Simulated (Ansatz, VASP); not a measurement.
**One calculation of NaCl, two programs**

POSCAR

```
NaCl
1.0
    0.0000000000      2.8026988074      2.8026988074
    2.8026988074      0.0000000000      2.8026988074
    2.8026988074      2.8026988074      0.0000000000
Na Cl
1 1
Direct
    0.0000000000      0.0000000000      0.0000000000
    0.5000000000      0.5000000000      0.5000000000
```

File INCAR.step1:

```
SYSTEM = NaCl
PREC = Accurate ; ENCUT = 520
EDIFF = 1E-5 ; ISMEAR = 0
SIGMA = 0.01 ; LREAL = .False.
LASPH = .True. ; NELM = 60
ALGO = Normal ; ISIF = 2
LWAVE = .True. ; LCHARG = .False.
GGA = PE ; NBANDS = 14
```

INCAR.step2

```
SYSTEM = NaCl
PREC = Accurate ; ENCUT = 520
EDIFF = 1E-6 ; ISMEAR = 0
SIGMA = 0.01 ; LREAL = .False.
LASPH = .True. ; NELM = 60
ALGO = Normal ; ISIF = 2
LWAVE = .False. ; LCHARG = .False.
GGA = PE ; LHFCALC = .True.
AEXX = 0.3 ; HFSCREEN = 0.5
PRECFOCK = Normal ; ISTART = 1
NBANDS = 14
```

The input KPOINTS:

```
Automatic mesh
0
Gamma
  4 4 4
  0 0 0
```

Input for Ansatz:

```yaml
crystal:
  lattice:
    - [0.0, 2.8026988074, 2.8026988074]
    - [2.8026988074, 0.0, 2.8026988074]
    - [2.8026988074, 2.8026988074, 0.0]
  atoms:
    - { symbol: Na, position: [0.0, 0.0, 0.0] }
    - { symbol: Cl, position: [0.5, 0.5, 0.5] }
kpoints:
  mp_grid: { grid: [4, 4, 4] }
hamiltonian:
  xc: { exchange: pbe, correlation: pbe, exx: { coeff: 0.3, omega: 0.5 } }
scf:
  occupations: { method: fixed }
  n_extra_bands: 4
output:
  forces: true
  stress: true
  eigenvalues: true
```

Alike in both runs: task single point; functional PBE-based screened hybrid with a share of 0.3 of exact exchange and HFSCREEN = 0.5; k mesh 4 × 4 × 4; no spin polarisation.

|  | VASP | Ansatz |
| --- | --- | --- |
| version | VASP 6.6.1 | Ansatz 0.2.0 |
| potentials or method | VASP PAW PBE potentials, release 64 (Na_pv, Cl) | plane waves |
| plane-wave cutoff (eV) | 520 | 420 |
| occupations | gaussian, width 0.01 eV | fixed |
| valence electrons in the cell | 14 | 16 |

|  | VASP | Ansatz | Ansatz less VASP |
| --- | --- | --- | --- |
| gap on the k mesh at the Fermi level (eV) | 6.06 | 6.07 | +0.012 |
| pressure (GPa) | 0.7 | 0.7 | -0.02 |

VASP's potentials were made for PBE, not for PBE-based screened hybrid. VASP's potentials hold 14 valence electrons a cell and Ansatz's 16, so a difference there can come from the potentials and not from the codes. Ansatz's warnings: stress exchange threshold loose, stress scf threshold loose.

The k mesh is coarse, so the values compare programs but aren't converged.
